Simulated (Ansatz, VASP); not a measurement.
# Two plane-wave programs on BiTe

```
Bi Te
1.0
     5.50608    0.00000    0.00000
    -2.75304    4.76840    0.00000
     0.00000    0.00000    6.44298
Bi Te
2 2
Direct
  0.66667 0.33333 0.06260
  0.33333 0.66667 0.56260
  0.67030 0.33333 0.56260
  0.33333 0.66667 0.06260
```

Alike in both runs: task single point; functional PBE; k mesh 8 × 8 × 4; occupations gaussian, width 0.05 eV; no spin polarisation.

|  | VASP | Ansatz |
| --- | --- | --- |
| version | VASP 6.6.1 | Ansatz 0.2.0 |
| potentials or method | VASP PAW PBE potentials, release 64 (Bi_d, Te), cutoff 520 eV | scalar-relativistic, plane waves, PAW |
| valence electrons in the cell | 42 | 62 |

|  | VASP | Ansatz | Ansatz less VASP |
| --- | --- | --- | --- |
| gap on the k mesh at the Fermi level (eV) | none | none | - |
| pressure (GPa) | 0.0 | 0.0 | +0.04 |
| rms of the force components (eV/Å) | 0.007 | 0.007 | 0.0000 |

Atom by atom the forces differ by 0.000 eV/Å (rms over components). A gap of «none» marks a metal or a gap that the smearing closes. The functional is the same, so the differences come from potentials, cutoffs and numerics. VASP's potentials hold 42 valence electrons a cell and Ansatz's 62, so a difference there can come from the potentials and not from the codes.

Neither program's run includes spin-orbit coupling.
